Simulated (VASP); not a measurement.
Runs of VASP 6.6.1 on NaF. The structure is that of space group I4/mmm (No. 139), or close to it. The cells are those of the table. 

| cell | gap on the mesh (eV) | pressure (GPa) |
| --- | --- | --- |
| a = 3.290, b = 3.290, c = 3.450 Å, angles 58.4, 58.4, 63.2°, 2 atoms | 5.66 | -5.2 |
| a = 3.369, b = 3.369, c = 3.450 Å, angles 59.2, 59.2, 61.6°, 2 atoms | (b) | (c) |
| a = 3.329, b = 3.329, c = 3.450 Å, angles 58.8, 58.8, 62.4°, 2 atoms | 5.54 | (a) |
| a = 3.247, b = 3.247, c = 3.368 Å, angles 58.8, 58.8, 62.5°, 2 atoms | 5.91 | -3.9 |
| a = 3.287, b = 3.287, c = 3.368 Å, angles 59.2, 59.2, 61.6°, 2 atoms | 5.78 | -5.3 |

Alike in all rows: task single point; level LDA; potentials or basis VASP PAW LDA potentials, release 64 (Na_pv, F); no spin polarisation; k mesh 8 × 8 × 8; cutoff (eV) 520; smearing gaussian 0.05 eV.

Question: Estimate the missing entries.

Answer: (a) -6.5; (b) 5.43; (c) -7.4.

Caveats: the cell stands under tension.

